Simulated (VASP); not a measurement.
# AgWCl3 (P4mm) in VASP: a series of runs

The runs below take AgWCl3 through single point, with r2SCAN.

Program: VASP 6.6.1. These are calculated values, not measurements. Logs are shortened: lines on timing, memory, paths and dates and some standing lists are left out, and cuts for length are marked.

## Step 1: The cell of the first run

The structure is tetragonal, space group P4mm (No. 99). The conventional cell has a = 4.614 Å, b = 4.614 Å, c = 6.796 Å, α = 90.00°, β = 90.00°, γ = 90.00°. Ag (site symmetry 4mm) has 5 Cl at 2.34 to 2.99 Å within 3.1 Å. W (site symmetry 4mm) has 4 Cl at 2.31 Å within 3.1 Å. Cl (site symmetry 4mm) has 1 Ag at 2.34 Å within 3.1 Å. Within 3.1 Å of Cl (site symmetry 2mm) lie 2 W at 2.31 Å and 2 Ag at 2.99 Å.

## Step 2: Single point, r2SCAN

File POSCAR:

```
AgWCl3
1.0
    4.6141306533      0.0000000000      0.0000000000
    0.0000000000      4.6141306533      0.0000000000
    0.0000000000      0.0000000000      6.7960731602
Ag W Cl
1 1 3
Direct
    0.5000000000      0.5000000000      0.5933276884
    0.0000000000      0.0000000000      0.2995370455
    0.5000000000      0.5000000000      0.9381241673
    0.0000000000      0.5000000000      0.3145055495
    0.5000000000      0.0000000000      0.3145055495
```

File INCAR.step1:

```
PREC = Accurate
ENCUT = 520
ISMEAR = 0
SIGMA = 0.1
LREAL = False
LASPH = True
NELM = 100
NBANDS = 31
GGA = PE
ALGO = Normal
EDIFF = 1E-4
LWAVE = True
LCHARG = False
```

File INCAR.step2:

```
PREC = Accurate
ENCUT = 520
EDIFF = 1E-6
ISMEAR = 0
SIGMA = 0.1
LREAL = False
LASPH = True
NELM = 100
ALGO = Normal
ISIF = 2
LWAVE = False
LCHARG = False
METAGGA = R2SCAN
LMIXTAU = True
NBANDS = 31
ISTART = 1
```

File KPOINTS:

```
Automatic mesh
0
Gamma
  4 4 4
```

Potentials or basis: VASP PAW PBE potentials, release 64 (Ag, W_sv, Cl).

Launch:

```console
cat potpaw_PBE.64/Ag/POTCAR potpaw_PBE.64/W_sv/POTCAR potpaw_PBE.64/Cl/POTCAR > POTCAR
cp INCAR.step1 INCAR
mpirun -np 1 vasp_std > vasp.out
cp INCAR.step2 INCAR
mpirun -np 1 vasp_std > vasp.out
```

OUTCAR:

```text
PREC = Accurate
   ENCUT = 520
   EDIFF = 1E-6
   ISMEAR = 0
   LREAL = False
   LASPH = True
   NELM = 100
   ISIF = 2
   METAGGA = R2SCAN
   ISTART = 1

 ion  position               nearest neighbor table
   1  0.500  0.500  0.593-   3 2.34   4 2.99   5 2.99   5 2.99   4 2.99
   2  0.000  0.000  0.300-   4 2.31   5 2.31   4 2.31   5 2.31
   3  0.500  0.500  0.938-   1 2.34
   4  0.000  0.500  0.315-   2 2.31   2 2.31   1 2.99   1 2.99
   5  0.500  0.000  0.315-   2 2.31   2 2.31   1 2.99   1 2.99

  LATTYP: Found a simple tetragonal cell.
 ALAT       =     4.6141306533
 C/A-ratio  =     1.4728826882

  Lattice vectors:

 A1 = (   4.6141306533,   0.0000000000,   0.0000000000)
 A2 = (   0.0000000000,   4.6141306533,   0.0000000000)
 A3 = (   0.0000000000,   0.0000000000,   6.7960731602)

Analysis of symmetry for initial positions (statically):
=====================================================================
 Subroutine PRICEL returns:
 Original cell was already a primitive cell.

 Routine SETGRP: Setting up the symmetry group for a
 simple tetragonal supercell.

 Subroutine GETGRP returns: Found  8 space group operations
 (whereof  8 operations were pure point group operations)
 out of a pool of 16 trial point group operations.

The static configuration has the point symmetry C_4v.

Analysis of symmetry for dynamics (positions and initial velocities):
=====================================================================
 Subroutine PRICEL returns:
 Original cell was already a primitive cell.

 Routine SETGRP: Setting up the symmetry group for a
 simple tetragonal supercell.

 Subroutine GETGRP returns: Found  8 space group operations
 (whereof  8 operations were pure point group operations)
 out of a pool of 16 trial point group operations.

The dynamic configuration has the point symmetry C_4v.

 Subroutine INISYM returns: Found  8 space group operations
 (whereof  8 operations are pure point group operations),
 and found     1 'primitive' translations

----------------------------------------------------------------------------------------

                                     Primitive cell

  volume of cell :     144.6898

  direct lattice vectors                    reciprocal lattice vectors
     4.614130653  0.000000000  0.000000000     0.216725549  0.000000000  0.000000000
     0.000000000  4.614130653  0.000000000     0.000000000  0.216725549  0.000000000
     0.000000000  0.000000000  6.796073160     0.000000000  0.000000000  0.147143796

  length of vectors
     4.614130653  4.614130653  6.796073160     0.216725549  0.216725549  0.147143796

  position of ions in fractional coordinates (direct lattice)
     0.500000000  0.500000000  0.593327688
     0.000000000  0.000000000  0.299537046
     0.500000000  0.500000000  0.938124167
     0.000000000  0.500000000  0.314505549
     0.500000000  0.000000000  0.314505549

  ion indices of the primitive-cell ions
   primitive index   ion index
                 1           1
                 2           2
                 3           3
                 4           4
                 5           5

----------------------------------------------------------------------------------------

 KPOINTS: Automatic mesh

Automatic generation of k-mesh.
 Grid dimensions read from file:
 generate k-points for:    4    4    4

 Generating k-lattice:

  Cartesian coordinates                     Fractional coordinates (reciprocal lattice)
     0.054181387  0.000000000  0.000000000     0.250000000  0.000000000  0.000000000
     0.000000000  0.054181387  0.000000000     0.000000000  0.250000000  0.000000000
     0.000000000  0.000000000  0.036785949     0.000000000  0.000000000  0.250000000

  Length of vectors
     0.054181387  0.054181387  0.036785949

  Shift w.r.t. Gamma in fractional coordinates (k-lattice)
     0.000000000  0.000000000  0.000000000

 Subroutine IBZKPT returns following result:
 ===========================================

 Found     18 irreducible k-points:

 Following reciprocal coordinates:
            Coordinates               Weight
  0.000000  0.000000  0.000000      1.000000
  0.250000  0.000000  0.000000      4.000000
  0.500000  0.000000  0.000000      2.000000
  0.250000  0.250000  0.000000      4.000000
  0.500000  0.250000  0.000000      4.000000
  0.500000  0.500000  0.000000      1.000000
[... 10 lines left out ...]
  0.500000  0.250000  0.500000      4.000000
  0.500000  0.500000  0.500000      1.000000
   k-points           NKPTS =     18   k-points in BZ     NKDIM =     18   number of bands    NBANDS=     31
   number of dos      NEDOS =    301   number of ions     NIONS =      5
   total plane-waves  NPLWV =  69984
   dimension x,y,z NGX =    36 NGY =   36 NGZ =   54
   dimension x,y,z NGXF=    72 NGYF=   72 NGZF=  108
   ions per type =               1   1   3
   NGX,Y,Z   is equivalent  to a cutoff of  12.97, 12.97, 13.21 a.u.
   NGXF,Y,Z  is equivalent  to a cutoff of  25.94, 25.94, 26.42 a.u.
 SYSTEM =  unknown system
   PREC   = accura    normal or accurate (medium, high low for compatibility)
   ISTART =      1    job   : 0-new  1-cont  2-samecut
   ICHARG =      0    charge: 1-file 2-atom 10-const
   ISPIN  =      1    spin polarized calculation?
   LNONCOLLINEAR =      F non collinear calculations
   LSORBIT =      F    spin-orbit coupling
   LASPH  =      T    aspherical Exc in radial PAW
   ENCUT  =  520.0 eV  38.22 Ry    6.18 a.u.   8.58  8.58 12.64*2*pi/ulx,y,z
   NELM   =    100;   NELMIN=  2; NELMDL=  0     # of ELM steps
   EDIFF  = 0.1E-05   stopping-criterion for ELM
   LREAL  =      F    real-space projection
   EDIFFG = 0.1E-04   stopping-criterion for IOM
   NSW    =      0    number of steps for IOM
   IBRION =     -1    ionic relax: 0-MD 1-quasi-New 2-CG
   NFREE  =      0    steps in history (QN), initial steepest desc. (CG)
   ISIF   =      2    stress and relaxation
   ISYM   =      2    0-nonsym 1-usesym 2-fastsym
   POTIM  = 0.5000    time-step for ionic-motion
   TEBEG  =    0.0;   TEEND  =   0.0 temperature during run
   PSTRESS=    0.0 pullay stress
   NELECT =      46.0000    total number of electrons
   NUPDOWN=      -1.0000    fix difference up-down
   EMIN   =  10.00;   EMAX   =-10.00  energy-range for DOS
   EFERMI =   0.00;   METHOD = LEGACY
   ISMEAR =     0;   SIGMA  =   0.10  broadening in eV -4-tet -1-fermi 0-gaus
   EFERMI_NEDOS =   21; number of points for ismear=-14 and -15
   IALGO  =     38    algorithm
   IMIX   =      4    mixing-type and parameters
     AMIX     =   0.40;   BMIX     =  1.00
     AMIX_MAG =   1.60;   BMIX_MAG =  1.00
  volume/ion in A,a.u.               =      28.94       195.28
  Fermi-wavevector in a.u.,A,eV,Ry     =   1.117330  2.111448 16.985875  1.248427
  Thomas-Fermi vector in A             =   2.253952
   LORBIT       =      0    0 simple, 1 ext, 2 COOP (PROOUT), +10 PAW based schemes
   METAGGA = R2SCAN    functional components
   LHFCALC =     F    Hartree Fock is set to
   AEXX    =    0.0000 exact exchange contribution
   IVDW    =     0    specifies the selected vdW correction
   LEPSILON=     F    determine dielectric tensor
   LRPA    =     F    only Hartree local field effects (RPA)
 non-spin polarized calculation
 Gauss-broadening in eV      SIGMA  =   0.10
  energy-cutoff  :      520.00
  volume of cell :      144.69
 maximum number of plane-waves:      3927
 NGX is ok and might be reduce to    36
   NGX = 17   NGY = 17   NGZ = 25

 number of electron      46.0000007 magnetization

 Free energy of the ion-electron system (eV)
  ---------------------------------------------------
  ext. energy  EPLUGINS =         0.00000000
  ---------------------------------------------------
  free energy    TOTEN  =       -89.00547175 eV

  energy without entropy =      -88.99056904  energy(sigma->0) =      -88.99802040

 E-fermi :   1.9541     XC(G=0):  -8.7113

 val. band max:        1.9160442621   @ k =   0.5000   0.5000   0.5000
 cond. band min:       2.3127709838   @ k =   0.2500   0.2500   0.0000
 fundamental gap:      0.3967267216
 Fermi energy:         1.9540683808

 k-point     1 :       0.0000    0.0000    0.0000
  band No.  band energies     occupation
      1     -74.5299      2.00000
      2     -38.4092      2.00000
      3     -38.4092      2.00000
      4     -37.6704      2.00000
      5     -17.0893      2.00000
      6     -16.3297      2.00000
[... 23 lines left out ...]
     30       8.3399      0.00000
     31       9.0171      0.00000

 k-point     2 :       0.2500    0.0000    0.0000
  band No.  band energies     occupation
      1     -74.5299      2.00000
      2     -38.4169      2.00000
      3     -38.4090      2.00000
      4     -37.6702      2.00000
      5     -16.8865      2.00000
      6     -16.2615      2.00000
[... 23 lines left out ...]
     30       8.4707      0.00000
     31       9.0058      0.00000

 k-point     3 :       0.5000    0.0000    0.0000
  band No.  band energies     occupation
      1     -74.5299      2.00000
      2     -38.4246      2.00000
      3     -38.4089      2.00000
      4     -37.6700      2.00000
      5     -16.7113      2.00000
      6     -16.1369      2.00000
[... 23 lines left out ...]
     30       8.9782      0.00000
     31       8.9942      0.00000

 k-point     4 :       0.2500    0.2500    0.0000
  band No.  band energies     occupation
      1     -74.5298      2.00000
      2     -38.4168      2.00000
      3     -38.4167      2.00000
      4     -37.6700      2.00000
      5     -16.6418      2.00000
      6     -16.2226      2.00000
[... 23 lines left out ...]
     30       7.9480      0.00000
     31       8.4833      0.00000

 k-point     5 :       0.5000    0.2500    0.0000
  band No.  band energies     occupation
      1     -74.5298      2.00000
      2     -38.4245      2.00000
      3     -38.4166      2.00000
      4     -37.6698      2.00000
      5     -16.4270      2.00000
      6     -16.1217      2.00000
[... 23 lines left out ...]
     30       7.7475      0.00000
     31       9.5315      0.00000
[... 338 lines left out ...]
     30       9.2136      0.00000
     31       9.5975      0.00000

 k-point    16 :       0.2500    0.2500    0.5000
  band No.  band energies     occupation
      1     -74.5299      2.00000
      2     -38.4168      2.00000
      3     -38.4167      2.00000
      4     -37.6700      2.00000
      5     -16.6408      2.00000
      6     -16.2225      2.00000
[... 23 lines left out ...]
     30       7.9302      0.00000
     31       8.7269      0.00000

 k-point    17 :       0.5000    0.2500    0.5000
  band No.  band energies     occupation
      1     -74.5298      2.00000
      2     -38.4245      2.00000
      3     -38.4166      2.00000
      4     -37.6698      2.00000
      5     -16.4269      2.00000
      6     -16.1210      2.00000
[... 23 lines left out ...]
     30       7.9200      0.00000
     31       9.9216      0.00000

 k-point    18 :       0.5000    0.5000    0.5000
  band No.  band energies     occupation
      1     -74.5297      2.00000
      2     -38.4243      2.00000
      3     -38.4243      2.00000
      4     -37.6697      2.00000
      5     -16.1063      2.00000
      6     -16.1063      2.00000
[... 23 lines left out ...]
     30       9.0048      0.00000
     31       9.5730      0.00000

------------------------ aborting loop because EDIFF is reached ----------------------------------------

  FORCE on cell =-STRESS in cart. coord.  units (eV):
  Direction    XX          YY          ZZ          XY          YZ          ZX
  --------------------------------------------------------------------------------------
  -------------------------------------------------------------------------------------
  Total        0.0625904      0.0625904     -0.1287404      0.0000000      0.0000000      0.0000000
  in kB        0.6930754      0.6930754     -1.4255669      0.0000000      0.0000000      0.0000000
  external PRESSURE =      -0.0131387 kB  Pullay stress =       0.0000000 kB

 VOLUME and BASIS-vectors are now :
 -----------------------------------------------------------------------------
  energy-cutoff  :      520.00
  volume of cell :      144.69
      direct lattice vectors                 reciprocal lattice vectors
     4.614130653  0.000000000  0.000000000     0.216725549  0.000000000  0.000000000
     0.000000000  4.614130653  0.000000000     0.000000000  0.216725549  0.000000000
     0.000000000  0.000000000  6.796073160     0.000000000  0.000000000  0.147143796

 POSITION                                       TOTAL-FORCE (eV/Angst)
 -----------------------------------------------------------------------------------
      2.30707      2.30707      4.03230         0.000000      0.000000      0.046647
      0.00000      0.00000      2.03568         0.000000      0.000000      0.042108
      2.30707      2.30707      6.37556         0.000000     -0.000000     -0.027672
      0.00000      2.30707      2.13740         0.000000      0.000000     -0.030542
      2.30707      0.00000      2.13740        -0.000000      0.000000     -0.030542
 -----------------------------------------------------------------------------------
    total drift:                                0.000000      0.000000      0.003045

  FREE ENERGIE OF THE ION-ELECTRON SYSTEM (eV)
  ---------------------------------------------------
  free  energy   TOTEN  =       -89.0054717481 eV

  energy  without entropy=      -88.9905690447  energy(sigma->0) =      -88.99802040
```

It took 4 min on 1 thread of Intel Xeon 8259CL, shared host; peak memory 0.33 GiB.

Results:

| Property | Result |
| --- | --- |
| Free energy | -89.0055 eV |
| Pressure | 0.0 GPa |
| Largest force | 0.047 eV/Å |
| Band gap on the k mesh | zero (bands 23 and 24 overlap by 1.76 eV) |

Forces in eV/Å, atoms in the order of the input:
```
Ag   0.000  0.000  0.047
W    0.000  0.000  0.042
Cl   0.000  0.000 -0.028
Cl   0.000  0.000 -0.031
Cl   0.000  0.000 -0.031
```

Caveat: the PAW data sets were made with another functional, which shifts forces and pressure a little; spin-orbit coupling is left out, which moves the levels of the heavy elements.

## Step 3: Single point, r2SCAN

File POSCAR:

```
AgWCl3
1.0
    4.5933254516      0.0000000000      0.0000000000
    0.0000000000      4.5933254516      0.0000000000
    0.0000000000      0.0000000000      6.8682792625
Ag W Cl
1 1 3
Direct
    0.5000000000      0.5000000000      0.5970287243
    0.0000000000      0.0000000000      0.3002445520
    0.5000000000      0.5000000000      0.9376802992
    0.0000000000      0.5000000000      0.3125232123
    0.5000000000      0.0000000000      0.3125232123
```

File INCAR.step1:

```
SYSTEM = AgWCl3
ALGO = Normal ; EDIFF = 1E-4
ENCUT = 520 ; GGA = PE
ISMEAR = 0 ; LASPH = .True.
LCHARG = .False. ; LREAL = .False.
LWAVE = .True. ; NBANDS = 31
NELM = 100 ; PREC = Accurate
SIGMA = 0.1
```

File INCAR.step2:

```
SYSTEM = AgWCl3
ALGO = Normal ; EDIFF = 1E-6
ENCUT = 520 ; ISIF = 2
ISMEAR = 0 ; ISTART = 1
LASPH = .True. ; LCHARG = .False.
LMIXTAU = .True. ; LREAL = .False.
LWAVE = .False. ; METAGGA = R2SCAN
NBANDS = 31 ; NELM = 100
PREC = Accurate ; SIGMA = 0.1
```

File KPOINTS:

```
k-points
0
Gamma
  8 8 6
  0 0 0
```

Potentials or basis: VASP PAW PBE potentials, release 64 (Ag, W_sv, Cl).

Launch:

```console
cat potpaw_PBE.64/Ag/POTCAR potpaw_PBE.64/W_sv/POTCAR potpaw_PBE.64/Cl/POTCAR > POTCAR
cp INCAR.step1 INCAR
mpirun -np 1 vasp_std > vasp.out
cp INCAR.step2 INCAR
mpirun -np 1 vasp_std > vasp.out
```

Run time: 10 min. Hardware: 1 thread of Intel Xeon 8259CL, shared host; peak memory 0.46 GiB.

The run converged. Its results:

```
Free energy            : -89.0155 eV
Pressure               : 0.0 GPa
Largest force          : 0.045 eV/Å
Band gap on the k mesh : zero (bands 23 and 24 overlap by 1.89 eV)
```

Forces in eV/Å, atoms in the order of the input:
```
Ag   0.000  0.000  0.045
W    0.000  0.000  0.003
Cl   0.000  0.000 -0.029
Cl   0.000  0.000 -0.010
Cl   0.000  0.000 -0.010
```

Stress tensor (GPa, compression positive):
```
 0.11  0.00  0.00
 0.00  0.11  0.00
 0.00  0.00 -0.16
```

Levels at points of the mesh, in eV from the Fermi level:
| k point | band 20 | band 21 | band 22 | band 23 | band 24 | band 25 | band 26 | band 27 |
| --- | --- | --- | --- | --- | --- | --- | --- | --- |
| (0.00, 0.00, 0.00) | -1.85 | -1.33 | -1.33 | -0.67 | -0.67 | -0.50 | 0.52 | 2.08 |
| (0.50, 0.00, 0.00) | -1.76 | -1.29 | -0.60 | -0.02 | 0.47 | 1.36 | 1.53 | 2.73 |
| (0.50, 0.50, 0.00) | -1.73 | -1.73 | -0.04 | 1.20 | 1.56 | 1.56 | 3.62 | 3.80 |
| (0.00, 0.00, 0.50) | -1.88 | -1.64 | -1.64 | -0.52 | -0.52 | -0.08 | 0.52 | 2.55 |
| (0.50, 0.00, 0.50) | -1.57 | -1.45 | -0.60 | -0.17 | 0.47 | 1.37 | 1.54 | 2.88 |
| (0.50, 0.50, 0.50) | -1.49 | -1.49 | 0.01 | 1.22 | 1.55 | 1.55 | 2.92 | 3.44 |

Caveat: the PAW data sets were made with another functional, which shifts forces and pressure a little; spin-orbit coupling is left out, which moves the levels of the heavy elements.

The gap in the log of VASP goes by the Fermi energy; the results here count the filled bands.